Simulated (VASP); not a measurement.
A run of VASP 6.6.1 is set up as follows.

POSCAR

```
GaAs
1.0
    0.0000000000      2.8640496607      2.8640496607
    2.8640496607      0.0000000000      2.8640496607
    2.8640496607      2.8640496607      0.0000000000
As Ga
1 1
Direct
    0.7500000000      0.7500000000      0.7500000000
    0.0000000000      0.0000000000      0.0000000000
```

File INCAR.step1:

```
PREC = Accurate
ENCUT = 440
EDIFF = 1E-5
ISMEAR = -1
SIGMA = 0.05
LREAL = False
LASPH = True
NELM = 120
ALGO = Normal
ISIF = 2
LWAVE = True
LCHARG = False
NBANDS = 21
GGA = PE
GGA_COMPAT = False
```

Contents of INCAR.step2:

```
PREC = Accurate
ENCUT = 440
EDIFF = 1E-6
ISMEAR = -1
SIGMA = 0.05
LREAL = False
LASPH = True
NELM = 120
ALGO = Normal
ISIF = 2
LWAVE = False
LCHARG = False
METAGGA = R2SCAN
LHFCALC = True
AEXX = 0.5
LMIXTAU = True
PRECFOCK = Normal
NBANDS = 21
ISTART = 1
GGA_COMPAT = False
```

The input KPOINTS:

```
regular mesh
0
Gamma
  4 4 4
```

Potentials or basis: VASP PAW PBE potentials, release 64 (As_d, Ga_d).

Command:

```console
$ cat potpaw_PBE.64/As_d/POTCAR potpaw_PBE.64/Ga_d/POTCAR > POTCAR
$ cp INCAR.step1 INCAR
$ mpirun -np 1 vasp_std > vasp.out
$ cp INCAR.step2 INCAR
$ mpirun -np 1 vasp_std > vasp.out
```

**Question.** Predict the pressure.

**Answer.** -4.3 GPa.

**Question.** Predict the band gap on the k mesh.

**Answer.** 3.53 eV.

Caveat: the k points lie up to 0.47 Å⁻¹ apart; the PAW data sets were made with another functional, which shifts forces and pressure a little. A k mesh can miss the band edges.
